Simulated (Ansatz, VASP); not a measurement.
**One calculation of Ag, two programs**

```
Ag
1.0
     0.00000    2.96501    2.96501
     2.96501    0.00000    2.96501
     2.96501    2.96501    0.00000
Ag
2
Direct
  0.12500 0.12500 0.12500
  0.87500 0.87500 0.87500
```

Alike in both runs: task single point; functional LDA; k mesh 10 × 10 × 10; occupations fermi-dirac, width 0.1 eV; no spin polarisation.

```csv
,VASP,Ansatz
version,VASP 6.6.1,Ansatz 0.2.0
potentials or method,"VASP PAW LDA potentials, release 64 (Ag), cutoff 520 eV","plane waves (420 eV) with PAW, scalar-relativistic"
valence electrons in the cell,22,38
```

```csv
,VASP,Ansatz,Ansatz less VASP
pressure (GPa),0.0,0.0,-0.02
```

Ansatz warns that its potentials were made for another functional, while VASP's fit it. LDA's correlation is that of Perdew and Zunger in VASP and of Perdew and Wang (1992) in Ansatz. VASP's potentials hold 22 valence electrons a cell and Ansatz's 38, so a difference there can come from the potentials and not from the codes.
